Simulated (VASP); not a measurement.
Wanted: the native input for a VASP 6.6.1 run.

| Quantity | Value |
| --- | --- |
| Task | single point |
| Functional | PBEsol |
| Potentials or basis | VASP PAW PBE potentials, release 64 (Ag, I) |
| Cutoff | 500 eV |
| k mesh | 6 × 6 × 2 |
| Occupations | methfessel-paxton, width 0.2 eV |
| Spin | no spin polarisation |
| Dipole correction | no |
| Further INCAR settings | ALGO = Normal; EDIFF = 1e-06; NBANDS = 26 |

The structure of AgI lies in POSCAR:

```
AgI
1.0
    4.6508717364      0.0000000000      0.0000000000
   -2.3254358682      4.0277730735      0.0000000000
    0.0000000000      0.0000000000      7.5992966317
Ag I
2 2
Direct
    0.3333333333      0.6666666667      0.0000048555
    0.6666666667      0.3333333333      0.5000048555
    0.3333333333      0.6666666667      0.3749951445
    0.6666666667      0.3333333333      0.8749951445
```

The input as run:

INCAR

```
SYSTEM = AgI
PREC = Accurate
ENCUT = 500
EDIFF = 1E-6
ISMEAR = 1
SIGMA = 0.2
LREAL = .FALSE.
LASPH = .TRUE.
NELM = 120
ALGO = Normal
ISIF = 2
LWAVE = .FALSE.
LCHARG = .FALSE.
GGA = PS
NBANDS = 26
GGA_COMPAT = .FALSE.
```

KPOINTS

```
regular mesh
0
G
  6 6 2
  0 0 0
```

Potentials or basis: VASP PAW PBE potentials, release 64 (Ag, I).

Command:

```sh
$ cat potpaw_PBE.64/Ag/POTCAR potpaw_PBE.64/I/POTCAR > POTCAR
$ mpirun -np 1 vasp_std > vasp.out
```

Results of the run:

```
Pressure               : -1.8 GPa
Largest force          : 0.008 eV/Å
Band gap on the k mesh : 1.24 eV
```

Caveat: the PAW data sets were made with another functional, which shifts forces and pressure a little; spin-orbit coupling is left out, which moves the levels of the heavy elements.

Wall time 71 s on 1 thread of Intel(R) Xeon(R) Platinum 8375C CPU @ 2.90GHz (Ice Lake) (shared host), peak memory 0.26 GiB.
